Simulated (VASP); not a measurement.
# Ag5Pd (F-43m) in VASP: density of states with PBE

Aim: the density of states of Ag5Pd with PBE.

All numbers are computed with VASP 6.6.1; they aren't measurements. Logs are shortened: lines on timing, memory, paths and dates and some standing lists are left out, and cuts for length are marked.

## Step 1: The cell of the first run

The structure is cubic, space group F-43m (No. 216). The conventional cell has a = 7.587 Å, b = 7.587 Å, c = 7.587 Å, α = 90.00°, β = 90.00°, γ = 90.00°. Within 4.1 Å of Pd (site symmetry -43m) lie 16 Ag at 3.15 to 3.29 Å. Within 4.1 Å of Ag (site symmetry -43m) lie 12 Ag at 3.15 Å and 4 Pd at 3.29 Å. Within 3.5 Å of Ag (site symmetry 3m) lie 9 Ag at 2.68 to 3.15 Å and 3 Pd at 3.15 Å.

## Step 2: Density of states, PBE

File POSCAR:

```
Ag5Pd
1.0
    0.0000000000      3.7935026200      3.7935026200
    3.7935026200      0.0000000000      3.7935026200
    3.7935026200      3.7935026200      0.0000000000
Pd Ag
1 5
Direct
    0.0000000000      0.0000000000      0.0000000000
    0.2500000000      0.2500000000      0.2500000000
    0.6250000000      0.6250000000      0.6250000000
    0.1250000000      0.6250000000      0.6250000000
    0.6250000000      0.6250000000      0.1250000000
    0.6250000000      0.1250000000      0.6250000000
```

File INCAR.step1:

```
ALGO = Normal
EDIFF = 1E-7
ENCUT = 520
GGA = PE
ISIF = 2
ISMEAR = 0
LASPH = True
LCHARG = True
LMAXMIX = 4
LREAL = False
LWAVE = False
NBANDS = 42
NELM = 80
PREC = Accurate
SIGMA = 0.2293
```

File KPOINTS.step1:

```
k-points
0
Gamma
  8 8 8
```

File INCAR.step2:

```
ALGO = Normal
EDIFF = 1E-7
ENCUT = 520
GGA = PE
ICHARG = 11
ISIF = 2
ISMEAR = -5
LASPH = True
LCHARG = False
LMAXMIX = 4
LORBIT = 10
LREAL = False
LWAVE = False
NBANDS = 42
NEDOS = 2001
NELM = 80
PREC = Accurate
SIGMA = 0.2293
```

File KPOINTS.step2:

```
k-points
0
Gamma
  12 12 12
```

Potentials or basis: VASP PAW PBE potentials, release 64 (Pd, Ag).

The run is started by

```bash
$ cat potpaw_PBE.64/Pd/POTCAR potpaw_PBE.64/Ag/POTCAR > POTCAR
$ cp INCAR.step1 INCAR
$ cp KPOINTS.step1 KPOINTS
$ mpirun -np 1 vasp_std > vasp.out
$ cp INCAR.step2 INCAR
$ cp KPOINTS.step2 KPOINTS
$ mpirun -np 1 vasp_std > vasp.out
```

OUTCAR:

```text
EDIFF = 1E-7
   ENCUT = 520
   GGA = PE
   ICHARG = 11
   ISIF = 2
   ISMEAR = -5
   LASPH = True
   LORBIT = 10
   LREAL = False
   NELM = 80
   PREC = Accurate

 ion  position               nearest neighbor table
   1  0.000  0.000  0.000-   3 3.15   5 3.15   6 3.15   3 3.15   4 3.15   5 3.15   3 3.15   4 3.15
                             6 3.15   4 3.15   6 3.15   5 3.15   2 3.29   2 3.29   2 3.29   2 3.29
   2  0.250  0.250  0.250-   4 3.15   6 3.15   3 3.15   4 3.15   6 3.15   3 3.15   4 3.15   5 3.15
                             3 3.15   5 3.15   6 3.15   5 3.15   1 3.29   1 3.29   1 3.29   1 3.29
   3  0.625  0.625  0.625-   4 2.68   5 2.68   6 2.68   5 2.68   6 2.68   4 2.68   1 3.15   2 3.15
                             1 3.15   2 3.15   1 3.15   2 3.15
   4  0.125  0.625  0.625-   3 2.68   5 2.68   6 2.68   3 2.68   5 2.68   6 2.68   2 3.15   1 3.15
                             1 3.15   2 3.15   2 3.15   1 3.15
   5  0.625  0.625  0.125-   3 2.68   3 2.68   4 2.68   6 2.68   6 2.68   4 2.68   1 3.15   2 3.15
                             1 3.15   2 3.15   1 3.15   2 3.15
   6  0.625  0.125  0.625-   3 2.68   5 2.68   3 2.68   4 2.68   5 2.68   4 2.68   2 3.15   1 3.15
                             2 3.15   2 3.15   1 3.15   1 3.15

  LATTYP: Found a face centered cubic cell.
 ALAT       =     7.5870052400

  Lattice vectors:

 A1 = (   0.0000000000,   3.7935026200,   3.7935026200)
 A2 = (   3.7935026200,   0.0000000000,   3.7935026200)
 A3 = (   3.7935026200,   3.7935026200,   0.0000000000)

Analysis of symmetry for initial positions (statically):
=====================================================================
 Subroutine PRICEL returns:
 Original cell was already a primitive cell.

 Routine SETGRP: Setting up the symmetry group for a
 face centered cubic supercell.

 Subroutine GETGRP returns: Found 24 space group operations
 (whereof 24 operations were pure point group operations)
 out of a pool of 48 trial point group operations.

The static configuration has the point symmetry T_d .

Analysis of symmetry for dynamics (positions and initial velocities):
=====================================================================
 Subroutine PRICEL returns:
 Original cell was already a primitive cell.

 Routine SETGRP: Setting up the symmetry group for a
 face centered cubic supercell.

 Subroutine GETGRP returns: Found 24 space group operations
 (whereof 24 operations were pure point group operations)
 out of a pool of 48 trial point group operations.

[... 123 lines left out ...]
   EMIN   =  10.00;   EMAX   =-10.00  energy-range for DOS
   EFERMI =   0.00;   METHOD = LEGACY
   ISMEAR =    -5;   SIGMA  =   0.23  broadening in eV -4-tet -1-fermi 0-gaus
   EFERMI_NEDOS =   21; number of points for ismear=-14 and -15
   IALGO  =     38    algorithm
   IMIX   =      4    mixing-type and parameters
     AMIX     =   0.40;   BMIX     =  1.00
     AMIX_MAG =   1.60;   BMIX_MAG =  1.00
  volume/ion in A,a.u.               =      18.20       122.80
  Fermi-wavevector in a.u.,A,eV,Ry     =   1.377195  2.602522 25.805723  1.896667
  Thomas-Fermi vector in A             =   2.502371
   LORBIT       =     10    0 simple, 1 ext, 2 COOP (PROOUT), +10 PAW based schemes
   GGA     = PE    functional components
   LHFCALC =     F    Hartree Fock is set to
   AEXX    =    0.0000 exact exchange contribution
   IVDW    =     0    specifies the selected vdW correction
   LEPSILON=     F    determine dielectric tensor
   LRPA    =     F    only Hartree local field effects (RPA)
 non-spin polarized calculation
 Fermi weights with tetrahedron method with Bloechl corrections
  energy-cutoff  :      520.00
  volume of cell :      109.18
 maximum number of plane-waves:      2959

 number of electron      64.9999989 magnetization

 Free energy of the ion-electron system (eV)
  ---------------------------------------------------
  ext. energy  EPLUGINS =         0.00000000
  ---------------------------------------------------
  free energy    TOTEN  =       -17.80544529 eV

  energy without entropy =      -17.80544529  energy(sigma->0) =      -17.80544529

 E-fermi :   7.3859     XC(G=0): -11.7936

 val. band max:        7.4234364929   @ k =   0.3333   0.2500   0.0833
 cond. band min:       7.3128695961   @ k =  -0.1667   0.2500   0.0833
 fundamental gap:     -0.1105668968
 Fermi energy:         7.3858907994

 k-point     1 :       0.0000    0.0000    0.0000
  band No.  band energies     occupation
      1      -0.3238      2.00000
      2       0.9185      2.00000
      3       1.2408      2.00000
      4       1.2408      2.00000
      5       1.2408      2.00000
      6       1.8448      2.00000
[... 1069 lines left out ...]
     41      14.9584      0.00000
     42      17.6328      0.00000

 [... further k-points ...]

------------------------ aborting loop because EDIFF is reached ----------------------------------------

  FORCE on cell =-STRESS in cart. coord.  units (eV):
  Direction    XX          YY          ZZ          XY          YZ          ZX
  --------------------------------------------------------------------------------------
  -------------------------------------------------------------------------------------
  Total        1.1858816      1.1858816      1.1858816      0.0000000      0.0000000      0.0000000
  in kB       17.4020639     17.4020639     17.4020639      0.0000000      0.0000000      0.0000000
  external PRESSURE =      17.4020639 kB  Pullay stress =       0.0000000 kB

 VOLUME and BASIS-vectors are now :
 -----------------------------------------------------------------------------
  energy-cutoff  :      520.00
  volume of cell :      109.18
      direct lattice vectors                 reciprocal lattice vectors
     0.000000000  3.793502620  3.793502620    -0.131804311  0.131804311  0.131804311
     3.793502620  0.000000000  3.793502620     0.131804311 -0.131804311  0.131804311
     3.793502620  3.793502620  0.000000000     0.131804311  0.131804311 -0.131804311

 POSITION                                       TOTAL-FORCE (eV/Angst)
 -----------------------------------------------------------------------------------
      0.00000      0.00000      0.00000        -0.000000     -0.000000     -0.000000
      1.89675      1.89675      1.89675        -0.000000     -0.000000     -0.000000
      4.74188      4.74188      4.74188         0.017691      0.017691      0.017691
      4.74188      2.84513      2.84513         0.017691     -0.017691     -0.017691
      2.84513      2.84513      4.74188        -0.017691     -0.017691      0.017691
      2.84513      4.74188      2.84513        -0.017691      0.017691     -0.017691
 -----------------------------------------------------------------------------------
    total drift:                               -0.000000     -0.000000      0.000000

  FREE ENERGIE OF THE ION-ELECTRON SYSTEM (eV)
  ---------------------------------------------------
  free  energy   TOTEN  =       -17.8054452948 eV

  energy  without entropy=      -17.8054452948  energy(sigma->0) =      -17.80544529

 total charge

# of ion       s       p       d       tot
------------------------------------------
    1        0.318   0.197   8.598   9.113
    2        0.327   0.190   9.183   9.700
    3        0.451   0.309   9.171   9.930
    4        0.451   0.309   9.171   9.930
    5        0.451   0.309   9.171   9.930
    6        0.451   0.309   9.171   9.930
--------------------------------------------------
tot          2.447   1.621  54.466  58.534
```

OUTCAR.step1:

```text
EDIFF = 1E-7
   ENCUT = 520
   GGA = PE
   ISIF = 2
[... 1323 lines left out ...]
      4.74188      4.74188      4.74188         0.018154      0.018154      0.018154
      4.74188      2.84513      2.84513         0.018154     -0.018154     -0.018154
      2.84513      2.84513      4.74188        -0.018154     -0.018154      0.018154
      2.84513      4.74188      2.84513        -0.018154      0.018154     -0.018154
 -----------------------------------------------------------------------------------
    total drift:                               -0.000000     -0.000000      0.000000

  FREE ENERGIE OF THE ION-ELECTRON SYSTEM (eV)
  ---------------------------------------------------
  free  energy   TOTEN  =       -17.8283809409 eV

  energy  without entropy=      -17.7744468098  energy(sigma->0) =      -17.80141388
```

It took 3.2 min on 1 thread of Intel Xeon Platinum 8488C (Sapphire Rapids), shared host; peak memory 0.41 GiB.

What came out:

```yaml
Valence_electrons_inside_the_program's_atomic_spheres: Pd 9.11; Ag 9.70, 9.93
```

Caveat: tetrahedron occupations give inexact forces and stress in metals.
